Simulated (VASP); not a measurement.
# TiSi2 (P-1) in VASP: single point with PBE

Aim: the single point of TiSi2 with PBE.

Everything below comes from runs of VASP 6.6.1. Logs are shortened: lines on timing, memory, paths and dates and some standing lists are left out, and cuts for length are marked.

**1. The cell of the first run**

The typed cell holds 6 atoms: a = 5.956 Å, b = 4.905 Å, c = 4.780 Å, α = 74.99°, β = 52.49°, γ = 50.61°.

**2. Single point, PBE (equal xy, yz and zx shear strains of +1 %)**

INCAR

```
SYSTEM = TiSi2
ALGO = Normal ; EDIFF = 1E-7
ENCUT = 520 ; GGA = PE
ISIF = 2 ; ISMEAR = -1
LASPH = .TRUE. ; LCHARG = .FALSE.
LREAL = .FALSE. ; LWAVE = .FALSE.
NBANDS = 29 ; NELM = 100
PREC = Accurate ; SIGMA = 0.08
```

KPOINTS

```
k-points
0
G
  8 8 8
  0 0 0
```

POSCAR

```
TiSi2
1.0
    0.0418975000      4.1393075000      4.2820900000
    2.4078075000      0.0332400000      4.2734325000
    2.4070900000      4.1299325000      0.0325225000
Ti Si
2 4
Direct
    0.7500000000      0.7500000000      0.7500000000
    0.5000000000      0.5000000000      0.5000000000
    0.0830000000      0.4170000000      0.0830000000
    0.4170000000      0.0830000000      0.4170000000
    0.1670000000      0.8330000000      0.1670000000
    0.8330000000      0.1670000000      0.8330000000
```

Potentials or basis: VASP PAW PBE potentials, release 64 (Ti_sv, Si).

Command:

```sh
> cat potpaw_PBE.64/Ti_sv/POTCAR potpaw_PBE.64/Si/POTCAR > POTCAR
> mpirun -np 1 vasp_std > vasp.out
```

OUTCAR:

```text
SYSTEM = TiSi2
   EDIFF = 1E-7
   ENCUT = 520
   GGA = PE
   ISIF = 2
   ISMEAR = -1
   LASPH = .TRUE.
   LREAL = .FALSE.
   NELM = 100
   PREC = Accurate

 ion  position               nearest neighbor table
   1  0.750  0.750  0.750-   5 2.52   5 2.53   6 2.54   6 2.56   3 2.74   4 2.74   4 2.74   3 2.74
                             4 2.77   3 2.77
   2  0.500  0.500  0.500-   3 2.52   3 2.53   4 2.54   4 2.56   5 2.74   6 2.74   6 2.74   5 2.74
                             6 2.77   5 2.77
   3  0.083  0.417  0.083-   2 2.52   2 2.53   5 2.54   5 2.56   4 2.74   1 2.74   1 2.74   4 2.75
                             4 2.76   1 2.77
   4  0.417  0.083  0.417-   6 2.53   6 2.53   2 2.54   2 2.56   3 2.74   1 2.74   1 2.74   3 2.75
                             3 2.76   1 2.77
   5  0.167  0.833  0.167-   1 2.52   1 2.53   3 2.54   3 2.56   6 2.74   2 2.74   2 2.74   6 2.75
                             6 2.76   2 2.77
   6  0.833  0.167  0.833-   4 2.53   4 2.53   1 2.54   1 2.56   5 2.74   2 2.74   2 2.74   5 2.75
                             5 2.76   2 2.77

  Warning from LATTYP: Got some problem with cell dimensions!
  Tried to take original basis but could not verify dimensions!
  LATTYP: Found a triclinic cell.
 ALAT       =     4.7389234426
 B/A-ratio  =     1.7379909165
 C/A-ratio  =     1.0262752566
 COS(alpha) =     0.0038648376
 COS(beta)  =     0.2460624872
 COS(gamma) =     0.8639470407

  Lattice vectors:

 A1 = (   2.3659100000,  -4.1060675000,  -0.0086575000)
 A2 = (  -0.0411800000,  -8.2360000000,  -0.0411800000)
 A3 = (   2.3651925000,  -0.0093750000,  -4.2495675000)

Analysis of symmetry for initial positions (statically):
=====================================================================
 Subroutine PRICEL returns:
 Original cell was already a primitive cell.

 Routine SETGRP: Setting up the symmetry group for a
 triclinic supercell.

 Subroutine GETGRP returns: Found  2 space group operations
 (whereof  1 operations were pure point group operations)
 out of a pool of  2 trial point group operations.

The static configuration has the point symmetry C_1 .
 The point group associated with its full space group is S_2 .

Analysis of symmetry for dynamics (positions and initial velocities):
=====================================================================
 Subroutine PRICEL returns:
 Original cell was already a primitive cell.

 Routine SETGRP: Setting up the symmetry group for a
 triclinic supercell.

 Subroutine GETGRP returns: Found  2 space group operations
 (whereof  1 operations were pure point group operations)
 out of a pool of  2 trial point group operations.

The dynamic configuration has the point symmetry C_1 .
 The point group associated with its full space group is S_2 .

 Subroutine INISYM returns: Found  2 space group operations
 (whereof  1 operations are pure point group operations),
 and found     1 'primitive' translations

----------------------------------------------------------------------------------------

                                     Primitive cell

  volume of cell :      83.7544

  direct lattice vectors                    reciprocal lattice vectors
     0.041897500  4.139307500  4.282090000    -0.210710120  0.121882846  0.117773715
     2.407807500  0.033240000  4.273432500     0.209542604 -0.123050363  0.116897118
     2.407090000  4.129932500  0.032522500     0.209501919  0.120965564 -0.118981916

  length of vectors
     5.955830483  4.905187783  4.780322420     0.270416033  0.269656134  0.269593060

  position of ions in fractional coordinates (direct lattice)
     0.750000000  0.750000000  0.750000000
     0.500000000  0.500000000  0.500000000
     0.083000000  0.417000000  0.083000000
     0.417000000  0.083000000  0.417000000
     0.167000000  0.833000000  0.167000000
     0.833000000  0.167000000  0.833000000

  ion indices of the primitive-cell ions
   primitive index   ion index
                 1           1
                 2           2
                 3           3
                 4           4
                 5           5
                 6           6

----------------------------------------------------------------------------------------

 KPOINTS: k-points

Automatic generation of k-mesh.
 Grid dimensions read from file:
 generate k-points for:    8    8    8

 Generating k-lattice:

  Cartesian coordinates                     Fractional coordinates (reciprocal lattice)
    -0.026338765  0.015235356  0.014721714     0.125000000  0.000000000  0.000000000
     0.026192825 -0.015381295  0.014612140     0.000000000  0.125000000 -0.000000000
     0.026187740  0.015120696 -0.014872740     0.000000000  0.000000000  0.125000000

  Length of vectors
     0.033802004  0.033707017  0.033699133

  Shift w.r.t. Gamma in fractional coordinates (k-lattice)
     0.000000000  0.000000000  0.000000000

 Subroutine IBZKPT returns following result:
 ===========================================

 Found    260 irreducible k-points:

 Following reciprocal coordinates:
            Coordinates               Weight
  0.000000  0.000000  0.000000      1.000000
  0.125000  0.000000 -0.000000      2.000000
  0.250000  0.000000 -0.000000      2.000000
  0.375000 -0.000000 -0.000000      2.000000
  0.500000  0.000000 -0.000000      1.000000
 -0.000000  0.125000  0.000000      2.000000
[... 16 lines left out ...]
  0.125000  0.375000  0.000000      2.000000
  0.250000  0.375000  0.000000      2.000000
 [... further k-points ...]
   k-points           NKPTS =    260   k-points in BZ     NKDIM =    260   number of bands    NBANDS=     29
   number of dos      NEDOS =    301   number of ions     NIONS =      6
   total plane-waves  NPLWV =  62208
   dimension x,y,z NGX =    48 NGY =   36 NGZ =   36
   dimension x,y,z NGXF=    96 NGYF=   72 NGZF=   72
   ions per type =               2   4
   NGX,Y,Z   is equivalent  to a cutoff of  13.40, 12.20, 12.52 a.u.
   NGXF,Y,Z  is equivalent  to a cutoff of  26.80, 24.40, 25.04 a.u.
 SYSTEM =  TiSi2
   PREC   = accura    normal or accurate (medium, high low for compatibility)
   ISTART =      0    job   : 0-new  1-cont  2-samecut
   ICHARG =      2    charge: 1-file 2-atom 10-const
   ISPIN  =      1    spin polarized calculation?
   LNONCOLLINEAR =      F non collinear calculations
   LSORBIT =      F    spin-orbit coupling
   LASPH  =      T    aspherical Exc in radial PAW
   ENCUT  =  520.0 eV  38.22 Ry    6.18 a.u.  11.07  9.12  8.89*2*pi/ulx,y,z
   NELM   =    100;   NELMIN=  2; NELMDL= -5     # of ELM steps
   EDIFF  = 0.1E-06   stopping-criterion for ELM
   LREAL  =      F    real-space projection
   EDIFFG = 0.1E-05   stopping-criterion for IOM
   NSW    =      0    number of steps for IOM
   IBRION =     -1    ionic relax: 0-MD 1-quasi-New 2-CG
   NFREE  =      0    steps in history (QN), initial steepest desc. (CG)
   ISIF   =      2    stress and relaxation
   ISYM   =      2    0-nonsym 1-usesym 2-fastsym
   POTIM  = 0.5000    time-step for ionic-motion
   TEBEG  =    0.0;   TEEND  =   0.0 temperature during run
   PSTRESS=    0.0 pullay stress
   NELECT =      40.0000    total number of electrons
   NUPDOWN=      -1.0000    fix difference up-down
   EMIN   =  10.00;   EMAX   =-10.00  energy-range for DOS
   EFERMI =   0.00;   METHOD = LEGACY
   ISMEAR =    -1;   SIGMA  =   0.08  broadening in eV -4-tet -1-fermi 0-gaus
   EFERMI_NEDOS =   21; number of points for ismear=-14 and -15
   IALGO  =     38    algorithm
   IMIX   =      4    mixing-type and parameters
     AMIX     =   0.40;   BMIX     =  1.00
     AMIX_MAG =   1.60;   BMIX_MAG =  1.00
  volume/ion in A,a.u.               =      13.96        94.20
  Fermi-wavevector in a.u.,A,eV,Ry     =   1.279653  2.418194 22.279701  1.637512
  Thomas-Fermi vector in A             =   2.412126
   LORBIT       =      0    0 simple, 1 ext, 2 COOP (PROOUT), +10 PAW based schemes
   GGA     = PE    functional components
   LHFCALC =     F    Hartree Fock is set to
   AEXX    =    0.0000 exact exchange contribution
   IVDW    =     0    specifies the selected vdW correction
   LEPSILON=     F    determine dielectric tensor
   LRPA    =     F    only Hartree local field effects (RPA)
 non-spin polarized calculation
  energy-cutoff  :      520.00
  volume of cell :       83.75
 maximum number of plane-waves:      2274
 NGX is ok and might be reduce to    48
   NGX = 23   NGY = 19   NGZ = 17

 number of electron      40.0000003 magnetization

 Free energy of the ion-electron system (eV)
  ---------------------------------------------------
  ext. energy  EPLUGINS =         0.00000000
  ---------------------------------------------------
  free energy    TOTEN  =       -40.69747201 eV

  energy without entropy =      -40.65431266  energy(sigma->0) =      -40.67589233

 E-fermi :  10.2229     XC(G=0): -11.7438

 val. band max:       10.2228202609   @ k =   0.1250   0.2500   0.2500
 cond. band min:      10.2239817373   @ k =   0.2500   0.3750   0.5000
 fundamental gap:      0.0011614764
 Fermi energy:        10.2229350794

 k-point     1 :       0.0000    0.0000    0.0000
  band No.  band energies     occupation
      1     -46.0357      2.00000
      2     -46.0068      2.00000
      3     -22.4240      2.00000
      4     -22.4059      2.00000
      5     -22.3304      2.00000
      6     -22.3177      2.00000
[... 21 lines left out ...]
     28      13.9406      0.00000
     29      14.0855      0.00000

 k-point     2 :       0.1250    0.0000   -0.0000
  band No.  band energies     occupation
      1     -46.0348      2.00000
      2     -46.0076      2.00000
      3     -22.4234      2.00000
      4     -22.4055      2.00000
      5     -22.3353      2.00000
      6     -22.3169      2.00000
[... 21 lines left out ...]
     28      14.0267      0.00000
     29      14.0896      0.00000

 k-point     3 :       0.2500    0.0000   -0.0000
  band No.  band energies     occupation
      1     -46.0325      2.00000
      2     -46.0098      2.00000
      3     -22.4239      2.00000
      4     -22.4022      2.00000
      5     -22.3477      2.00000
      6     -22.3158      2.00000
[... 638 lines left out ...]
      5     -22.3615      2.00000
      6     -22.3132      2.00000
[... 21 lines left out ...]
     28      14.4075      0.00000
     29      14.6038      0.00000

 k-point    24 :       0.2500    0.3750    0.0000
  band No.  band energies     occupation
      1     -46.0288      2.00000
      2     -46.0135      2.00000
      3     -22.4088      2.00000
      4     -22.3883      2.00000
      5     -22.3625      2.00000
      6     -22.3264      2.00000
[... 21 lines left out ...]
     28      14.3618      0.00000
     29      14.4705      0.00000

 [... further k-points ...]
[... 5 lines left out ...]
  --------------------------------------------------------------------------------------
  -------------------------------------------------------------------------------------
  Total        1.5425161      1.0015331      1.0928093     -0.6849149     -0.4942321     -0.8246284
  in kB       29.5075048     19.1587909     20.9048547    -13.1020547     -9.4543948    -15.7746982
  external PRESSURE =      23.1903835 kB  Pullay stress =       0.0000000 kB

 VOLUME and BASIS-vectors are now :
 -----------------------------------------------------------------------------
  energy-cutoff  :      520.00
  volume of cell :       83.75
      direct lattice vectors                 reciprocal lattice vectors
     0.041897500  4.139307500  4.282090000    -0.210710120  0.121882846  0.117773715
     2.407807500  0.033240000  4.273432500     0.209542604 -0.123050363  0.116897118
     2.407090000  4.129932500  0.032522500     0.209501919  0.120965564 -0.118981916

 POSITION                                       TOTAL-FORCE (eV/Angst)
 -----------------------------------------------------------------------------------
      3.64260      6.22686      6.44103         0.064430      0.064964      0.055059
      2.42840      4.15124      4.29402        -0.064430     -0.064964     -0.055059
      1.20732      0.70021      2.14013         0.024570      0.234269     -0.008906
      1.22108      3.45103      2.15389         0.030695     -0.171428      0.046391
      2.41468      1.40865      4.28031        -0.024570     -0.234269      0.008906
      2.44211      6.89383      4.30774        -0.030695      0.171428     -0.046391
 -----------------------------------------------------------------------------------
    total drift:                               -0.000000     -0.000000      0.000000

  FREE ENERGIE OF THE ION-ELECTRON SYSTEM (eV)
  ---------------------------------------------------
  free  energy   TOTEN  =       -40.6974720083 eV

  energy  without entropy=      -40.6543126578  energy(sigma->0) =      -40.67589233
```

It took 8.8 min on 1 thread of Intel Xeon Platinum 8488C (Sapphire Rapids), shared host; peak memory 0.61 GiB.

Results:

```
Free energy            : -40.6975 eV
Pressure               : 2.3 GPa
Largest force          : 0.236 eV/Å
Band gap on the k mesh : zero (bands 20 and 21 overlap by 1.84 eV)
```

Forces on the atoms (eV/Å):
```
Ti   0.064  0.065  0.055
Ti  -0.064 -0.065 -0.055
Si   0.025  0.234 -0.009
Si   0.031 -0.171  0.046
Si  -0.025 -0.234  0.009
Si  -0.031  0.171 -0.046
```

Stress tensor (GPa, compression positive):
```
 2.95 -1.31 -1.58
-1.31  1.92 -0.95
-1.58 -0.95  2.09
```

Caveat: the cell differs from its parent crystal (equal xy, yz and zx shear strains of +1 %).
